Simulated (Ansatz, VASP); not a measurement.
Given: the input of a run of Ansatz 0.2.0 on WC.

File input.yaml:

```yaml
crystal:
  lattice:
    - [0.0, 2.1779675566, 2.1779675566]
    - [2.1779675566, 0.0, 2.1779675566]
    - [2.1779675566, 2.1779675566, 0.0]
  atoms:
    - { symbol: W, position: [0.0, 0.0, 0.0] }
    - { symbol: C, position: [0.5, 0.5, 0.5] }
hamiltonian:
  xc: pbe
  pseudopotentials: { kind: paw }
kpoints:
  mp_grid: { grid: [10, 10, 10] }
scf:
  occupations: { method: fermi_dirac, width: 0.05 }
output:
  forces: true
  stress: true
  eigenvalues: true
```

Potentials or basis: Ansatz PAW.

The run is started by

```sh
$ ansatz run input.yaml --threads 2 --pin off --max-ram 5120MiB --backend cpu --events-out ev --progress --plain --runs-dir out
```

**Question.** Set up the same calculation for VASP 6.6.1. Potentials there: VASP PAW PBE potentials, release 64 (W_sv, C).

**Answer.** As run (the cutoff follows the program's own potentials):

File INCAR:

```
SYSTEM = WC
PREC     = Accurate       ! precision mode
ENCUT    = 520            ! plane-wave cutoff, eV
EDIFF    = 1E-6           ! SCF threshold, eV
ISMEAR   = -1             ! smearing method
SIGMA    = 0.05           ! smearing width, eV
LREAL    = .False.        ! projectors in reciprocal space
LASPH    = .True.         ! aspherical terms in the spheres
NELM     = 80             ! most SCF steps
ALGO     = Normal         ! electronic algorithm
ISIF     = 2              ! what is computed and relaxed
LWAVE    = .False.        ! write WAVECAR
LCHARG   = .True.         ! write CHGCAR
GGA      = PE             ! functional
LELF     = .True.         ! ELF
LVHAR    = .True.       
NBANDS   = 16             ! bands
```

File KPOINTS:

```
regular mesh
0
Gamma
  10 10 10
  0 0 0
```

POSCAR

```
WC
1.0
    0.0000000000      2.1779675566      2.1779675566
    2.1779675566      0.0000000000      2.1779675566
    2.1779675566      2.1779675566      0.0000000000
W C
1 1
Direct
    0.0000000000      0.0000000000      0.0000000000
    0.5000000000      0.5000000000      0.5000000000
```

Potentials or basis: VASP PAW PBE potentials, release 64 (W_sv, C).

Command:

```sh
$ cat potpaw_PBE.64/W_sv/POTCAR potpaw_PBE.64/C/POTCAR > POTCAR
$ mpirun -np 1 vasp_std > vasp.out
```

Both were run:

|  | VASP | Ansatz | Ansatz less VASP |
| --- | --- | --- | --- |
| gap on the k mesh at the Fermi level (eV) | none | none | - |
| pressure (GPa) | 7.1 | 6.1 | -0.97 |

A gap of «none» marks a metal or a gap that the smearing closes. With one functional, cell and mesh, what is left measures potentials, basis and numerics.

Neither program's run includes spin-orbit coupling.
